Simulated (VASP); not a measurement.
SnO: single point with PBE+D3(BJ)

SnO:

```
Sn O
1.0
     3.83710    0.00000    0.00000
     0.00000    3.83710   -0.09593
     0.00000   -0.11905    4.76213
Sn O
2 2
Direct
  0.00000 0.50000 0.24324
  0.50000 0.00000 0.75676
  0.00000 0.00000 0.00000
  0.50000 0.50000 0.00000
```

This cell differs from its parent crystal: strain -0.0500 x Voigt [0, 0, 0, 1, 0, 0].

```json
{"Program": "VASP 6.6.1", "Task": "single point", "Functional": "PBE", "Dispersion": "D3(BJ)", "Potentials or basis": "VASP PAW PBE potentials, release 64 (Sn_d, O)", "Cutoff": "520 eV", "k mesh": "12 × 12 × 10", "Occupations": "gaussian, width 0.15 eV", "Spin": "no spin polarisation"}
```

* Pressure: 0.5 GPa
* Largest force: 0.301 eV/Å
* Band gap on the k mesh: 0.02 eV (least direct gap 1.89 eV)
* Dispersion energy per atom: -0.235 eV

Forces in eV/Å, atoms in the order of the input:
```
Sn   0.000  0.273  0.126
Sn   0.000 -0.273 -0.126
O    0.000 -0.172 -0.029
O    0.000  0.172  0.029
```

Stress tensor (GPa, compression positive):
```
0.31 0.00 0.00
0.00 0.70 2.65
0.00 2.65 0.49
```

Levels at points of the mesh, in eV from the valence-band top:
```
           k point  band 17  band 18  band 19  band 20  band 21  band 22  band 23  band 24
(0.00, 0.00, 0.00)    -3.36    -3.07    -3.06    -0.01     2.15     4.52     4.54     4.57
(0.50, 0.00, 0.00)    -4.68    -4.68    -2.68    -2.68     3.28     3.28     5.77     5.77
(0.00, 0.50, 0.00)    -4.77    -4.64    -2.78    -2.54     3.04     3.54     5.55     5.90
(0.50, 0.50, 0.00)    -2.42    -2.42    -1.87    -1.87     0.02     0.02     4.56     4.56
(0.00, 0.00, 0.50)    -3.09    -3.08    -3.00    -2.08     1.66     2.82     2.91     3.55
(0.50, 0.00, 0.50)    -4.66    -4.66    -1.67    -1.67     2.69     2.69     5.25     5.25
(0.00, 0.50, 0.50)    -4.74    -4.59    -1.87    -1.49     2.43     2.96     5.21     5.34
(0.50, 0.50, 0.50)    -2.74    -2.74    -2.42    -2.42     2.34     2.34     4.19     4.19
```

It took 12 min on 1 thread of Intel(R) Xeon(R) Platinum 8259CL CPU @ 2.50GHz (Skylake/Cascade Lake), with other jobs on the host, peak memory 0.71 GiB.

Caveat: the cell differs from its parent crystal (strain -0.0500 x Voigt [0, 0, 0, 1, 0, 0]); the smearing spreads over this small gap; semilocal functionals underestimate gaps, and a narrow one can read as zero; spin-orbit coupling is left out, which moves the levels of the heavy elements. A k mesh can miss the band edges.
